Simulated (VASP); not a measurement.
# Ti: single point with LDA

Ti:

```xyz
4
Lattice="5.9000 0.0000 0.0000 -1.4750 2.5548 0.0000 0.0000 0.0000 4.6800" Properties=species:S:1:pos:R:3 pbc="T T T"
Ti    0.0577    1.6241    1.0069
Ti    3.0131    1.7571    1.0499
Ti    1.4781    0.9515    3.5689
Ti    4.4533    0.7672    3.6753
```

```
Program             : VASP 6.6.1
Task                : single point
Functional          : LDA
Potentials or basis : VASP PAW LDA potentials, release 64 (Ti_sv)
Cutoff              : 400 eV
k mesh              : 4 × 7 × 4
Occupations         : fermi-dirac, width 0.08 eV
Spin                : no spin polarisation
```

```json
{
 "Pressure": "-7.3 GPa",
 "Largest force": "1.592 eV/Å",
 "Band gap on the k mesh": "zero (band 24 reaches 8.34 eV, above the bottom of band 25 at 7.66 eV)"
}
```

Forces in eV/Å, atoms in the order of the input:
```
Ti   0.051  0.734  0.901
Ti  -0.196 -0.734  1.241
Ti   0.200 -0.621 -0.678
Ti  -0.055  0.621 -1.465
```

Stress tensor (GPa, compression positive):
```
-8.38 -0.32 -0.26
-0.32 -8.15 -0.18
-0.26 -0.18 -5.42
```

Levels at points of the mesh, in eV from the Fermi level:
| k point | band 20 | band 21 | band 22 | band 23 | band 24 | band 25 | band 26 | band 27 | band 28 | band 29 |
| --- | --- | --- | --- | --- | --- | --- | --- | --- | --- | --- |
| (0.00, 0.00, 0.00) | -2.26 | -1.74 | -0.51 | 0.29 | 0.39 | 0.58 | 0.61 | 0.72 | 0.87 | 0.89 |
| (0.50, 0.00, 0.00) | -1.71 | -1.11 | -0.96 | -0.39 | -0.18 | 0.30 | 0.50 | 0.65 | 0.76 | 1.29 |
| (0.00, 0.00, 0.50) | -2.34 | -1.18 | -0.67 | -0.49 | 0.43 | 0.49 | 0.56 | 0.62 | 0.81 | 1.33 |
| (0.50, 0.00, 0.50) | -2.93 | -1.13 | -0.84 | -0.45 | -0.31 | 0.27 | 0.34 | 0.55 | 0.65 | 1.14 |

It took 100 s on 1 thread of Intel Xeon 6975P-C (shared host), peak memory 0.19 GiB.

Caveat: forces of over 1 eV/Å act on the atoms, so gaps and moduli don't describe the material at rest.
